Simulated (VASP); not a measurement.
# CaMg7O8 (Cm) in VASP: a series of runs, part 2 of 2

VASP 6.6.1. The steps go on from the part before.

### 3 Single point, PBEsol

Input file INCAR:

```
SYSTEM = CaMg7O8
PREC = Accurate
ENCUT = 520
EDIFF = 1E-6
ISMEAR = -1
SIGMA = 0.05
LREAL = Auto
LASPH = .TRUE.
NELM = 60
ALGO = Normal
ISIF = 2
LWAVE = .FALSE.
LCHARG = .TRUE.
GGA = PS
LELF = .TRUE.
LVHAR = .TRUE.
NBANDS = 182
ISYM = 0
```

Input file KPOINTS:

```
Automatic mesh
0
Gamma
  1 1 1
  0.25 0.25 0.25
```

Input file POSCAR:

```
CaMg7O8
1.0
    8.5965473513      0.0000000000      0.0000000000
    0.0000000000      8.5965473513      0.0000000000
    0.0000000000      0.0000000000      8.5965473513
O Mg Ca
32 28 4
Direct
    0.2523710000      0.9988430000      0.9995760000
    0.2617100000      0.9972200000      0.4993620000
    0.2508970000      0.5001870000      0.9998530000
    0.2525180000      0.5018100000      0.4998970000
    0.7477870000      0.9970790000      0.9993440000
    0.7378190000      0.9871120000      0.4989550000
    0.7495500000      0.5016630000      0.9995740000
    0.7479310000      0.5110030000      0.4993690000
    0.0025900000      0.2518820000      0.9956010000
    0.0124270000      0.2617200000      0.5052660000
    0.0009030000      0.7473810000      0.9883160000
    0.0028550000      0.7377590000      0.5126360000
    0.4980890000      0.2501980000      0.9883160000
    0.4884680000      0.2521440000      0.5126370000
    0.4994900000      0.7487810000      0.9953640000
    0.4980590000      0.7473520000      0.5044310000
    0.9998710000      0.0100890000      0.2370130000
    0.9999230000      0.0009890000      0.7609730000
    0.0000130000      0.4895110000      0.2477180000
    0.0001520000      0.4981210000      0.7521930000
    0.5002220000      0.9889800000      0.2469760000
    0.5001820000      0.9979060000      0.7515930000
    0.5002970000      0.5096100000      0.2491770000
    0.5002610000      0.5010480000      0.7505130000
    0.2402190000      0.2493030000      0.2477200000
    0.2488280000      0.2494390000      0.7521920000
    0.2603190000      0.7495870000      0.2491730000
    0.2517560000      0.7495540000      0.7505150000
    0.7607940000      0.2491730000      0.2370120000
    0.7516970000      0.2492170000      0.7609720000
    0.7396890000      0.7495110000      0.2469800000
    0.7486160000      0.7494750000      0.7515920000
    0.0007060000      0.0019150000      0.9972070000
    0.0006930000      0.4976180000      0.9966910000
    0.0037950000      0.4997650000      0.5037040000
    0.4996400000      0.9963390000      0.9963870000
    0.4980620000      0.9928380000      0.5034650000
    0.4997470000      0.5023020000      0.9965300000
    0.4974690000      0.5048600000      0.5033610000
    0.2483270000      0.2499910000      0.9966890000
    0.2504730000      0.2530900000      0.5037030000
    0.2530040000      0.7490330000      0.9965260000
    0.2555700000      0.7467620000      0.5033660000
    0.7526210000      0.2499940000      0.9972070000
    0.7470540000      0.7489340000      0.9963880000
    0.7435400000      0.7473560000      0.5034560000
    0.2535820000      0.9989240000      0.2461070000
    0.2531000000      0.9992130000      0.7531640000
    0.2505220000      0.4998150000      0.2491810000
    0.2506090000      0.4999020000      0.7508380000
    0.7464910000      0.9957810000      0.2426130000
    0.7472850000      0.9965770000      0.7560180000
    0.7496290000      0.5028720000      0.2461070000
    0.7499160000      0.5023920000      0.7531590000
    0.0024160000      0.2517080000      0.2418370000
    0.0031340000      0.2524290000      0.7551070000
    0.0006280000      0.7464100000      0.7521370000
    0.4971190000      0.2499260000      0.7521390000
    0.4997110000      0.7490060000      0.2486250000
    0.4996380000      0.7489280000      0.7507210000
    0.0021720000      0.9997040000      0.5014930000
    0.7504110000      0.2514620000      0.5014900000
    0.0002490000      0.7477080000      0.2480960000
    0.4984150000      0.2495370000      0.2480930000
```

Potentials or basis: VASP PAW PBE potentials, release 64 (O, Mg, Ca_sv).

Started as:

```bash
$ cat potpaw_PBE.64/O/POTCAR potpaw_PBE.64/Mg/POTCAR potpaw_PBE.64/Ca_sv/POTCAR > POTCAR
$ mpirun -np 1 vasp_std > vasp.out
```

OUTCAR:

```text
SYSTEM = CaMg7O8
   PREC = Accurate
   ENCUT = 520
   EDIFF = 1E-6
   ISMEAR = -1
   LREAL = Auto
   LASPH = .TRUE.
   NELM = 60
   ISIF = 2
   GGA = PS
   ISYM = 0

 ion  position               nearest neighbor table
   1  0.252  0.999  1.000-  48 2.12  47 2.12  36 2.13  42 2.15  40 2.16  33 2.16
   2  0.262  0.997  0.499-  37 2.03  43 2.15  47 2.18  48 2.18  41 2.20  61 2.23
   3  0.251  0.500  1.000-  42 2.14  38 2.14  50 2.14  49 2.14  40 2.15  34 2.15
   4  0.253  0.502  0.500-  39 2.11  43 2.11  41 2.14  35 2.14  49 2.16  50 2.16
   5  0.748  0.997  0.999-  51 2.09  52 2.09  45 2.13  36 2.13  44 2.17  33 2.17
   6  0.738  0.987  0.499-  46 2.06  37 2.06  51 2.21  52 2.21  62 2.28  61 2.28
[... 989 lines left out ...]
  in kB       -2.7930261     -2.7851586     -2.6984288      0.6789764     -0.0931655     -0.1017679
  external PRESSURE =      -2.7588712 kB  Pullay stress =       0.0000000 kB

 VOLUME and BASIS-vectors are now :
 -----------------------------------------------------------------------------
  energy-cutoff  :      520.00
  volume of cell :      635.29
      direct lattice vectors                 reciprocal lattice vectors
     8.596547351  0.000000000  0.000000000     0.116325771  0.000000000  0.000000000
     0.000000000  8.596547351  0.000000000     0.000000000  0.116325771  0.000000000
     0.000000000  0.000000000  8.596547351     0.000000000  0.000000000  0.116325771

 POSITION                                       TOTAL-FORCE (eV/Angst)
 -----------------------------------------------------------------------------------
      2.16952      8.58660      8.59290        -0.005629      0.003391      0.005110
      2.24980      8.57265      4.29279         0.051911      0.003799      0.001599
      2.15685      4.29988      8.59528        -0.008164     -0.001766      0.004142
      2.17078      4.31383      4.29739        -0.002007     -0.005274     -0.001871
      6.42839      8.57144      8.59091         0.001704      0.003074      0.000641
      6.34270      8.48576      4.28929        -0.049210     -0.048288     -0.006408
[... 56 lines left out ...]
      0.00214      6.42771      2.13277        -0.003518      0.005282      0.006307
      4.28465      2.14516      2.13274         0.005405     -0.003455      0.006506
 -----------------------------------------------------------------------------------
    total drift:                               -0.006610     -0.006945     -0.023344

  FREE ENERGIE OF THE ION-ELECTRON SYSTEM (eV)
  ---------------------------------------------------
  free  energy   TOTEN  =      -400.9862426960 eV

  energy  without entropy=     -400.9862426959  energy(sigma->0) =     -400.98624270
```

OSZICAR:

```text
N       E                     dE             d eps       ncg     rms          rms(c)
DAV:   1     0.214668326092E+04    0.21467E+04   -0.14392E+05  1480   0.149E+03
DAV:   2    -0.245489735035E+03   -0.23922E+04   -0.23148E+04  1776   0.361E+02
DAV:   3    -0.440177722183E+03   -0.19469E+03   -0.19341E+03  1776   0.110E+02
DAV:   4    -0.446519088968E+03   -0.63414E+01   -0.63197E+01  2176   0.176E+01
DAV:   5    -0.446810923730E+03   -0.29183E+00   -0.29170E+00  2104   0.299E+00    0.385E+01
DAV:   6    -0.402514622739E+03    0.44296E+02   -0.22671E+02  1800   0.345E+01    0.134E+01
DAV:   7    -0.401662551101E+03    0.85207E+00   -0.74475E+00  1720   0.835E+00    0.812E+00
DAV:   8    -0.401009662137E+03    0.65289E+00   -0.16345E+00  1824   0.532E+00    0.135E+00
DAV:   9    -0.400989484708E+03    0.20177E-01   -0.41104E-01  1688   0.195E+00    0.613E-01
DAV:  10    -0.400987068239E+03    0.24165E-02   -0.30935E-02  1976   0.533E-01    0.408E-01
DAV:  11    -0.400986430734E+03    0.63751E-03   -0.17357E-02  1720   0.383E-01    0.154E-01
DAV:  12    -0.400986293194E+03    0.13754E-03   -0.17770E-03  1800   0.155E-01    0.894E-02
DAV:  13    -0.400986251654E+03    0.41539E-04   -0.16623E-03  1728   0.128E-01    0.350E-02
DAV:  14    -0.400986251859E+03   -0.20465E-06   -0.27600E-04  1848   0.549E-02    0.238E-02
DAV:  15    -0.400986244919E+03    0.69404E-05   -0.64463E-05  1760   0.243E-02    0.130E-02
DAV:  16    -0.400986244470E+03    0.44898E-06   -0.38101E-05  1640   0.158E-02    0.873E-03
DAV:  17    -0.400986242940E+03    0.15298E-05   -0.92557E-06  1560   0.973E-03    0.303E-03
DAV:  18    -0.400986242696E+03    0.24390E-06   -0.54595E-06  1560   0.758E-03
   1 F= -.40098624E+03 E0= -.40098624E+03  d E =-.978775E-10
```

Wall time 15 min (1 thread of AMD EPYC 7R43 (Zen 3), shared host); peak memory 0.71 GiB.

What came out:

| Property | Result |
| --- | --- |
| Free energy | -400.9862 eV |
| Pressure | -0.3 GPa |
| Largest force | 0.069 eV/Å |
| Band gap on the k mesh | 5.38 eV |

Forces in eV/Å, atoms in the order of the input:
```
O   -0.006  0.003  0.005
O    0.052  0.004  0.002
O   -0.008 -0.002  0.004
O   -0.002 -0.005 -0.002
O    0.002  0.003  0.001
O   -0.049 -0.048 -0.006
O    0.002 -0.007  0.005
O    0.005  0.052 -0.001
O   -0.002  0.001  0.003
O    0.048  0.048  0.007
O   -0.003 -0.001 -0.049
O    0.001 -0.046  0.045
O    0.001 -0.003 -0.051
O   -0.048  0.003  0.045
O   -0.001  0.002  0.003
O   -0.003  0.000 -0.002
O   -0.004  0.047 -0.043
O    0.001  0.001  0.052
O    0.000 -0.055  0.002
O   -0.001  0.007 -0.005
O    0.001 -0.050 -0.003
O    0.002  0.007 -0.007
O    0.000  0.050  0.002
O    0.001 -0.008 -0.003
O   -0.052 -0.002  0.002
O    0.005  0.002 -0.005
O    0.052  0.000  0.004
O   -0.008  0.005 -0.003
O    0.050 -0.006 -0.045
O    0.003 -0.001  0.050
O   -0.048  0.000 -0.003
O    0.006  0.005 -0.007
Mg   0.001  0.006 -0.003
Mg  -0.001 -0.005 -0.005
Mg   0.003  0.000  0.006
Mg  -0.001 -0.004 -0.001
Mg  -0.002 -0.006  0.004
Mg   0.001  0.006 -0.005
Mg  -0.004  0.006  0.004
Mg  -0.005 -0.001 -0.005
Mg   0.000  0.004  0.005
Mg   0.006  0.001 -0.004
Mg   0.005 -0.003  0.003
Mg   0.006  0.000 -0.002
Mg  -0.005 -0.001 -0.002
Mg  -0.007 -0.002  0.004
Mg   0.004 -0.001 -0.005
Mg   0.005  0.001  0.005
Mg   0.003 -0.001 -0.003
Mg   0.001 -0.002  0.003
Mg  -0.002 -0.001 -0.004
Mg  -0.005 -0.005  0.007
Mg  -0.001  0.005 -0.005
Mg   0.002  0.005  0.005
Mg   0.002  0.002 -0.008
Mg   0.005  0.005  0.006
Mg   0.001 -0.007  0.004
Mg  -0.006  0.000  0.004
Mg   0.001 -0.002 -0.002
Mg  -0.001 -0.004  0.002
Ca  -0.005  0.000 -0.007
Ca   0.001 -0.005 -0.007
Ca  -0.004  0.005  0.006
Ca   0.005 -0.003  0.007
```

Stress tensor (GPa, compression positive):
```
-0.28  0.07 -0.01
 0.07 -0.28 -0.01
-0.01 -0.01 -0.27
```

Levels at points of the mesh, in eV from the valence-band top:
```csv
k point,band 140,band 141,band 142,band 143,band 144,band 145,band 146,band 147,band 148,band 149
"(0.25, 0.25, 0.25)",-0.30,-0.30,-0.27,-0.01,0.00,5.38,6.29,6.37,6.54,6.85
```

Caveat: the k points lie up to 0.73 Å⁻¹ apart; the PAW data sets were made with another functional, which shifts forces and pressure a little; a shifted mesh leaves out Γ, where band edges can lie.
